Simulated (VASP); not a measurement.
# Cs (P6/mmm) in VASP: a series of runs

The runs below take Cs through single point, with revPBE.

Program: VASP 6.6.1. These are calculated values, not measurements. Logs are shortened: lines on timing, memory, paths and dates and some standing lists are left out, and cuts for length are marked.

## Step 1: The cell of the first run

The structure is hexagonal, space group P6/mmm (No. 191). Conventional cell: a = 8.704 Å, b = 8.704 Å, c = 5.227 Å, α = 90.00°, β = 90.00°, γ = 120.00°.

This isn't the form of Cs at room conditions, which is bcc.

## Step 2: Single point, revPBE (114.31 Å³/atom)

The input, INCAR:

```
SYSTEM = Cs
ALGO     = Normal         ! electronic algorithm
EDIFF    = 1E-7           ! SCF threshold, eV
ENCUT    = 520            ! plane-wave cutoff, eV
GGA      = RE             ! functional
ISIF     = 2              ! what is computed and relaxed
ISMEAR   = -1             ! smearing method
LASPH    = .True.         ! aspherical terms in the spheres
LCHARG   = .False.        ! write CHGCAR
LREAL    = .False.        ! projectors in reciprocal space
LWAVE    = .False.        ! write WAVECAR
NBANDS   = 20             ! bands
NELM     = 100            ! most SCF steps
PREC     = Accurate       ! precision mode
SIGMA    = 0.1            ! smearing width, eV
```

The input, KPOINTS:

```
k-points
0
Gamma
  5 5 7
  0 0 0
```

The input, POSCAR:

```
Cs
1.0
    8.7036448775      0.0000000000      0.0000000000
   -4.3518224388      7.5375775694      0.0000000000
    0.0000000000      0.0000000000      5.2272830042
Cs
3
Direct
    0.0000000000      0.0000000000      0.0000000000
    0.3333333333      0.6666666667      0.5000000000
    0.6666666667      0.3333333333      0.5000000000
```

Potentials or basis: VASP PAW PBE potentials, release 64 (Cs_sv).

Launch:

```console
> cat potpaw_PBE.64/Cs_sv/POTCAR > POTCAR
> mpirun -np 1 vasp_std > vasp.out
```

OUTCAR:

```text
SYSTEM = Cs
   EDIFF = 1E-7
   ENCUT = 520
   GGA = RE
   ISIF = 2
   ISMEAR = -1
   LASPH = .True.
   LREAL = .False.
   NELM = 100
   PREC = Accurate

 ion  position               nearest neighbor table
   1  0.000  0.000  0.000-
   2  0.333  0.667  0.500-
   3  0.667  0.333  0.500-

  LATTYP: Found a hexagonal cell.
 ALAT       =     8.7036448775
 C/A-ratio  =     0.6005855108

  Lattice vectors:

 A1 = (   8.7036448775,   0.0000000000,   0.0000000000)
 A2 = (  -4.3518224388,   7.5375775694,   0.0000000000)
 A3 = (   0.0000000000,   0.0000000000,   5.2272830042)

Analysis of symmetry for initial positions (statically):
=====================================================================
 Subroutine PRICEL returns:
 Original cell was already a primitive cell.

 Routine SETGRP: Setting up the symmetry group for a
 hexagonal supercell.

 Subroutine GETGRP returns: Found 24 space group operations
 (whereof 24 operations were pure point group operations)
 out of a pool of 24 trial point group operations.

The static configuration has the point symmetry D_6h.

Analysis of symmetry for dynamics (positions and initial velocities):
=====================================================================
 Subroutine PRICEL returns:
 Original cell was already a primitive cell.

 Routine SETGRP: Setting up the symmetry group for a
 hexagonal supercell.

 Subroutine GETGRP returns: Found 24 space group operations
 (whereof 24 operations were pure point group operations)
 out of a pool of 24 trial point group operations.

The dynamic configuration has the point symmetry D_6h.

 Subroutine INISYM returns: Found 24 space group operations
 (whereof 24 operations are pure point group operations),
 and found     1 'primitive' translations

----------------------------------------------------------------------------------------

                                     Primitive cell

  volume of cell :     342.9328

  direct lattice vectors                    reciprocal lattice vectors
     8.703644878  0.000000000  0.000000000     0.114894394  0.066334309  0.000000000
    -4.351822439  7.537577569  0.000000000     0.000000000  0.132668618  0.000000000
     0.000000000  0.000000000  5.227283004     0.000000000  0.000000000  0.191303972

  length of vectors
     8.703644878  8.703644877  5.227283004     0.132668618  0.132668618  0.191303972

  position of ions in fractional coordinates (direct lattice)
     0.000000000  0.000000000  0.000000000
     0.333333333  0.666666667  0.500000000
     0.666666667  0.333333333  0.500000000

  ion indices of the primitive-cell ions
   primitive index   ion index
                 1           1
                 2           2
                 3           3

----------------------------------------------------------------------------------------

 KPOINTS: k-points

Automatic generation of k-mesh.
 Grid dimensions read from file:
 generate k-points for:    5    5    7

 Generating k-lattice:

  Cartesian coordinates                     Fractional coordinates (reciprocal lattice)
     0.022978879  0.013266862  0.000000000     0.200000000  0.000000000  0.000000000
     0.000000000  0.026533724  0.000000000     0.000000000  0.200000000  0.000000000
     0.000000000  0.000000000  0.027329139     0.000000000  0.000000000  0.142857143

  Length of vectors
     0.026533724  0.026533724  0.027329139

  Shift w.r.t. Gamma in fractional coordinates (k-lattice)
     0.000000000  0.000000000  0.000000000

 Subroutine IBZKPT returns following result:
 ===========================================

 Found     20 irreducible k-points:

 Following reciprocal coordinates:
            Coordinates               Weight
  0.000000  0.000000  0.000000      1.000000
  0.200000 -0.000000  0.000000      6.000000
  0.400000  0.000000  0.000000      6.000000
  0.200000  0.200000  0.000000      6.000000
  0.400000  0.200000  0.000000      6.000000
  0.000000  0.000000  0.142857      2.000000
[... 12 lines left out ...]
  0.200000  0.200000  0.428571     12.000000
  0.400000  0.200000  0.428571     12.000000
   k-points           NKPTS =     20   k-points in BZ     NKDIM =     20   number of bands    NBANDS=     20
   number of dos      NEDOS =    301   number of ions     NIONS =      3
   total plane-waves  NPLWV = 196000
   dimension x,y,z NGX =    70 NGY =   70 NGZ =   40
   dimension x,y,z NGXF=   140 NGYF=  140 NGZF=   80
   ions per type =               3
   NGX,Y,Z   is equivalent  to a cutoff of  13.37, 13.37, 12.72 a.u.
   NGXF,Y,Z  is equivalent  to a cutoff of  26.74, 26.74, 25.44 a.u.
 SYSTEM =  Cs
   PREC   = accura    normal or accurate (medium, high low for compatibility)
   ISTART =      0    job   : 0-new  1-cont  2-samecut
   ICHARG =      2    charge: 1-file 2-atom 10-const
   ISPIN  =      1    spin polarized calculation?
   LNONCOLLINEAR =      F non collinear calculations
   LSORBIT =      F    spin-orbit coupling
   LASPH  =      T    aspherical Exc in radial PAW
   ENCUT  =  520.0 eV  38.22 Ry    6.18 a.u.  16.18 16.18  9.72*2*pi/ulx,y,z
   NELM   =    100;   NELMIN=  2; NELMDL= -5     # of ELM steps
   EDIFF  = 0.1E-06   stopping-criterion for ELM
   LREAL  =      F    real-space projection
   EDIFFG = 0.1E-05   stopping-criterion for IOM
   NSW    =      0    number of steps for IOM
   IBRION =     -1    ionic relax: 0-MD 1-quasi-New 2-CG
   NFREE  =      0    steps in history (QN), initial steepest desc. (CG)
   ISIF   =      2    stress and relaxation
   ISYM   =      2    0-nonsym 1-usesym 2-fastsym
   POTIM  = 0.5000    time-step for ionic-motion
   TEBEG  =    0.0;   TEEND  =   0.0 temperature during run
   PSTRESS=    0.0 pullay stress
   NELECT =      27.0000    total number of electrons
   NUPDOWN=      -1.0000    fix difference up-down
   EMIN   =  10.00;   EMAX   =-10.00  energy-range for DOS
   EFERMI =   0.00;   METHOD = LEGACY
   ISMEAR =    -1;   SIGMA  =   0.10  broadening in eV -4-tet -1-fermi 0-gaus
   EFERMI_NEDOS =   21; number of points for ismear=-14 and -15
   IALGO  =     38    algorithm
   IMIX   =      4    mixing-type and parameters
     AMIX     =   0.40;   BMIX     =  1.00
     AMIX_MAG =   1.60;   BMIX_MAG =  1.00
  volume/ion in A,a.u.               =     114.31       771.41
[... 8 lines left out ...]
   LRPA    =     F    only Hartree local field effects (RPA)
 non-spin polarized calculation
  energy-cutoff  :      520.00
  volume of cell :      342.93
 maximum number of plane-waves:      9258
 NGX is ok and might be reduce to    70
   NGX = 33   NGY = 33   NGZ = 19

 number of electron      26.9999996 magnetization

 Free energy of the ion-electron system (eV)
  ---------------------------------------------------
  ext. energy  EPLUGINS =         0.00000000
  ---------------------------------------------------
  free energy    TOTEN  =        -2.26417445 eV

  energy without entropy =       -2.14556613  energy(sigma->0) =       -2.20487029

 E-fermi :   0.5790     XC(G=0):  -5.3047

 val. band max:        0.5610726814   @ k =   0.2000   0.2000   0.1429
 cond. band min:       0.5860624150   @ k =   0.2000   0.2000   0.1429
 fundamental gap:      0.0249897336
 Fermi energy:         0.5789531236

 k-point     1 :       0.0000    0.0000    0.0000
  band No.  band energies     occupation
      1     -23.3670      2.00000
      2     -23.3577      2.00000
      3     -23.2594      2.00000
      4     -10.2382      2.00000
      5     -10.2382      2.00000
      6     -10.1518      2.00000
[... 12 lines left out ...]
     19       1.6517      0.00004
     20       2.8230      0.00000

 k-point     2 :       0.2000   -0.0000    0.0000
  band No.  band energies     occupation
      1     -23.3662      2.00000
      2     -23.3584      2.00000
      3     -23.2594      2.00000
      4     -10.2450      2.00000
      5     -10.2345      2.00000
      6     -10.1484      2.00000
[... 12 lines left out ...]
     19       2.1664      0.00000
     20       2.8375      0.00000

 k-point     3 :       0.4000    0.0000    0.0000
  band No.  band energies     occupation
      1     -23.3644      2.00000
      2     -23.3603      2.00000
      3     -23.2595      2.00000
      4     -10.2541      2.00000
      5     -10.2189      2.00000
      6     -10.1602      2.00000
[... 12 lines left out ...]
     19       2.4012      0.00000
     20       2.4384      0.00000

 k-point     4 :       0.2000    0.2000    0.0000
  band No.  band energies     occupation
      1     -23.3648      2.00000
      2     -23.3598      2.00000
      3     -23.2594      2.00000
      4     -10.2500      2.00000
      5     -10.2253      2.00000
      6     -10.1581      2.00000
[... 12 lines left out ...]
     19       2.4090      0.00000
     20       2.5546      0.00000

 k-point     5 :       0.4000    0.2000    0.0000
  band No.  band energies     occupation
      1     -23.3633      2.00000
      2     -23.3614      2.00000
      3     -23.2595      2.00000
      4     -10.2524      2.00000
      5     -10.2088      2.00000
      6     -10.1794      2.00000
[... 12 lines left out ...]
     19       2.3524      0.00000
     20       2.3660      0.00000

 k-point     6 :       0.0000    0.0000    0.1429
  band No.  band energies     occupation
      1     -23.3663      2.00000
      2     -23.3570      2.00000
      3     -23.2587      2.00000
      4     -10.2358      2.00000
      5     -10.2358      2.00000
      6     -10.1569      2.00000
[... 12 lines left out ...]
     19       1.8942      0.00000
     20       2.8649      0.00000

 k-point     7 :       0.2000   -0.0000    0.1429
  band No.  band energies     occupation
      1     -23.3655      2.00000
      2     -23.3578      2.00000
      3     -23.2587      2.00000
      4     -10.2419      2.00000
      5     -10.2316      2.00000
      6     -10.1554      2.00000
[... 12 lines left out ...]
     19       2.3107      0.00000
     20       2.8793      0.00000
[... 185 lines left out ...]
 k-point    16 :       0.0000    0.0000    0.4286
  band No.  band energies     occupation
      1     -23.3635      2.00000
      2     -23.3543      2.00000
      3     -23.2560      2.00000
      4     -10.2370      2.00000
      5     -10.2261      2.00000
      6     -10.2261      2.00000
[... 12 lines left out ...]
     19       2.4986      0.00000
     20       2.4986      0.00000

 k-point    17 :       0.2000   -0.0000    0.4286
  band No.  band energies     occupation
      1     -23.3627      2.00000
      2     -23.3551      2.00000
      3     -23.2560      2.00000
      4     -10.2362      2.00000
      5     -10.2293      2.00000
      6     -10.2204      2.00000
[... 12 lines left out ...]
     19       2.3747      0.00000
     20       2.5249      0.00000

 k-point    18 :       0.4000    0.0000    0.4286
  band No.  band energies     occupation
      1     -23.3609      2.00000
      2     -23.3569      2.00000
      3     -23.2560      2.00000
      4     -10.2340      2.00000
      5     -10.2333      2.00000
      6     -10.2165      2.00000
[... 12 lines left out ...]
     19       1.9181      0.00000
     20       2.5349      0.00000

 k-point    19 :       0.2000    0.2000    0.4286
  band No.  band energies     occupation
      1     -23.3614      2.00000
      2     -23.3564      2.00000
      3     -23.2560      2.00000
      4     -10.2382      2.00000
      5     -10.2335      2.00000
      6     -10.2157      2.00000
[... 12 lines left out ...]
     19       2.1822      0.00000
     20       2.4090      0.00000

 k-point    20 :       0.4000    0.2000    0.4286
  band No.  band energies     occupation
      1     -23.3599      2.00000
      2     -23.3580      2.00000
      3     -23.2560      2.00000
      4     -10.2440      2.00000
      5     -10.2298      2.00000
      6     -10.2211      2.00000
[... 12 lines left out ...]
     19       2.1521      0.00000
     20       2.5423      0.00000

------------------------ aborting loop because EDIFF is reached ----------------------------------------

  FORCE on cell =-STRESS in cart. coord.  units (eV):
  Direction    XX          YY          ZZ          XY          YZ          ZX
  --------------------------------------------------------------------------------------
  -------------------------------------------------------------------------------------
  Total        0.5638333      0.5638333      0.5170536     -0.0000000     -0.0000000      0.0000000
  in kB        2.6342218      2.6342218      2.4156678     -0.0000000     -0.0000000      0.0000000
  external PRESSURE =       2.5613705 kB  Pullay stress =       0.0000000 kB

 VOLUME and BASIS-vectors are now :
 -----------------------------------------------------------------------------
  energy-cutoff  :      520.00
  volume of cell :      342.93
      direct lattice vectors                 reciprocal lattice vectors
     8.703644878  0.000000000  0.000000000     0.114894394  0.066334309  0.000000000
    -4.351822439  7.537577569  0.000000000     0.000000000  0.132668618  0.000000000
     0.000000000  0.000000000  5.227283004     0.000000000  0.000000000  0.191303972

 POSITION                                       TOTAL-FORCE (eV/Angst)
 -----------------------------------------------------------------------------------
      0.00000      0.00000      0.00000        -0.000000      0.000000      0.000000
     -0.00000      5.02505      2.61364         0.000000     -0.000000      0.000000
      4.35182      2.51253      2.61364        -0.000000      0.000000     -0.000000
 -----------------------------------------------------------------------------------
    total drift:                                0.000000     -0.000000     -0.000000

  FREE ENERGIE OF THE ION-ELECTRON SYSTEM (eV)
  ---------------------------------------------------
  free  energy   TOTEN  =        -2.2641744520 eV

  energy  without entropy=       -2.1455661284  energy(sigma->0) =       -2.20487029
```

Wall time 57 s (1 thread of Intel Xeon 6975P-C (Granite Rapids), shared host); peak memory 0.47 GiB.

What came out:

```yaml
Free_energy: -2.2642 eV
Pressure: 0.3 GPa
Band_gap_on_the_k_mesh: zero (an odd number of electrons rules out a gap without spin polarisation)
```

Caveat: the PAW data sets were made with another functional, which shifts forces and pressure a little; spin-orbit coupling is left out, which moves the levels of the heavy elements.

## Step 3: Single point, revPBE (119.51 Å³/atom)

This run uses another cell than the first one, of 119.51 Å³/atom.

The input, INCAR:

```
  ALGO = Normal
  EDIFF = 1E-7
  ENCUT = 520
  GGA = RE
  ISIF = 2
  ISMEAR = -1
  LASPH = True
  LCHARG = False
  LREAL = False
  LWAVE = False
  NBANDS = 20
  NELM = 60
  PREC = Accurate
  SIGMA = 0.1
```

The input, KPOINTS:

```
k-points
0
Gamma
  5 5 7
```

The input, POSCAR:

```
Cs
1.0
    8.8335691796      0.0000000000      0.0000000000
   -4.4167845898      7.6500953156      0.0000000000
    0.0000000000      0.0000000000      5.3053136575
Cs
3
Direct
    0.0000000000      0.0000000000      0.0000000000
    0.3333333333      0.6666666667      0.5000000000
    0.6666666667      0.3333333333      0.5000000000
```

Potentials or basis: VASP PAW PBE potentials, release 64 (Cs_sv).

Launch:

```console
> cat potpaw_PBE.64/Cs_sv/POTCAR > POTCAR
> mpirun -np 1 vasp_std > vasp.out
```

Run time: 70 s. Hardware: 1 thread of Intel Xeon 6975P-C (Granite Rapids), shared host; peak memory 0.47 GiB.

Results (log left out):

- Free energy: -2.2847 eV
- Pressure: 0.2 GPa
- Band gap on the k mesh: zero (an odd number of electrons rules out a gap without spin polarisation)

Levels at points of the mesh, in eV from the Fermi level:
```
           k point  band 9  band 10  band 11  band 12  band 13  band 14  band 15  band 16  band 17  band 18
(0.00, 0.00, 0.00)  -10.72   -10.67   -10.67   -10.64    -1.62     0.72     0.85     0.85     0.86     0.86
```

Caveat: the PAW data sets were made with another functional, which shifts forces and pressure a little; spin-orbit coupling is left out, which moves the levels of the heavy elements.

## Step 4: Single point, revPBE (124.70 Å³/atom)

This run uses another cell than the first one, of 124.70 Å³/atom.

The input, INCAR:

```
SYSTEM = Cs
ALGO = Normal
EDIFF = 1E-6
ENCUT = 520
GGA = RE
ISIF = 2
ISMEAR = -1
LASPH = .TRUE.
LCHARG = .FALSE.
LREAL = .FALSE.
LWAVE = .FALSE.
NBANDS = 20
NELM = 100
PREC = Accurate
SIGMA = 0.1
```

The input, KPOINTS:

```
k-points
0
G
  5 5 7
  0 0 0
```

The input, POSCAR:

```
Cs
1.0
    8.9597800768      0.0000000000      0.0000000000
   -4.4798900384      7.7593971588      0.0000000000
    0.0000000000      0.0000000000      5.3811140937
Cs
3
Direct
    0.0000000000      0.0000000000      0.0000000000
    0.3333333333      0.6666666667      0.5000000000
    0.6666666667      0.3333333333      0.5000000000
```

Launch:

```console
> cat potpaw_PBE.64/Cs_sv/POTCAR > POTCAR
> mpirun -np 1 vasp_std > vasp.out
```

It took 56 s on 1 thread of Intel Xeon 6975P-C (Granite Rapids), shared host; peak memory 0.48 GiB.

It converged, with:

```
Free energy            : -2.2962 eV
Pressure               : 0.1 GPa
Band gap on the k mesh : zero (an odd number of electrons rules out a gap without spin polarisation)
```

Levels at points of the mesh, in eV from the Fermi level:
```
           k point  band 11  band 12  band 13  band 14  band 15  band 16
(0.00, 0.00, 0.00)   -10.70   -10.67    -1.58     0.73     0.83     0.83
```

Caveat: the PAW data sets were made with another functional, which shifts forces and pressure a little; spin-orbit coupling is left out, which moves the levels of the heavy elements.

## Step 5: Single point, revPBE

This run uses another cell than the first one, of 129.90 Å³/atom.

The input, INCAR:

```
PREC = Accurate ; ENCUT = 520
EDIFF = 1E-6 ; ISMEAR = -1
SIGMA = 0.1 ; LREAL = False
LASPH = True ; NELM = 80
ALGO = Normal ; ISIF = 2
LWAVE = False ; LCHARG = False
GGA = RE ; NBANDS = 20
```

The input, KPOINTS:

```
regular mesh
0
Gamma
  5 5 6
```

The input, POSCAR:

```
Cs
1.0
    9.0825320438      0.0000000000      0.0000000000
   -4.5412660219      7.8657034806      0.0000000000
    0.0000000000      0.0000000000      5.4548371465
Cs
3
Direct
    0.0000000000      0.0000000000      0.0000000000
    0.3333333333      0.6666666667      0.5000000000
    0.6666666667      0.3333333333      0.5000000000
```

Launch:

```console
> cat potpaw_PBE.64/Cs_sv/POTCAR > POTCAR
> mpirun -np 1 vasp_std > vasp.out
```

It took 49 s on 1 thread of Intel Xeon 6975P-C (Granite Rapids), shared host; peak memory 0.52 GiB.

The run converged. Its results:

```
Free energy            : -2.2950 eV
Pressure               : 0.0 GPa
Band gap on the k mesh : zero (an odd number of electrons rules out a gap without spin polarisation)
```

Levels at points of the mesh, in eV from the Fermi level:
| k point | band 10 | band 11 | band 12 | band 13 | band 14 | band 15 | band 16 | band 17 |
| --- | --- | --- | --- | --- | --- | --- | --- | --- |
| (0.00, 0.00, 0.00) | -10.73 | -10.73 | -10.71 | -1.54 | 0.73 | 0.82 | 0.82 | 0.83 |
| (0.00, 0.00, 0.50) | -10.78 | -10.73 | -10.73 | -0.20 | 0.01 | 0.83 | 0.83 | 0.97 |

Caveat: the PAW data sets were made with another functional, which shifts forces and pressure a little; spin-orbit coupling is left out, which moves the levels of the heavy elements.

## Step 6: Overview

| cell | k mesh | gap on the mesh (eV) | pressure (GPa) |
| --- | --- | --- | --- |
| a = 8.704, b = 8.704, c = 5.227 Å, angles 90.0, 90.0, 120.0°, 3 atoms | 5 × 5 × 7 | none | 0.3 |
| a = 8.834, b = 8.834, c = 5.305 Å, angles 90.0, 90.0, 120.0°, 3 atoms | 5 × 5 × 7 | none | 0.2 |
| a = 8.960, b = 8.960, c = 5.381 Å, angles 90.0, 90.0, 120.0°, 3 atoms | 5 × 5 × 7 | none | 0.1 |
| a = 9.083, b = 9.083, c = 5.455 Å, angles 90.0, 90.0, 120.0°, 3 atoms | 5 × 5 × 6 | none | 0.0 |

Alike in all rows: task single point; level revPBE; potentials or basis VASP PAW PBE potentials, release 64 (Cs_sv); no spin polarisation; cutoff (eV) 520; smearing fermi-dirac 0.1 eV.

Caveats: the PAW data sets were made with another functional, which shifts forces and pressure a little; spin-orbit coupling is left out, which moves the levels of the heavy elements.

Absolute energies hang on the potentials; compare differences alone.
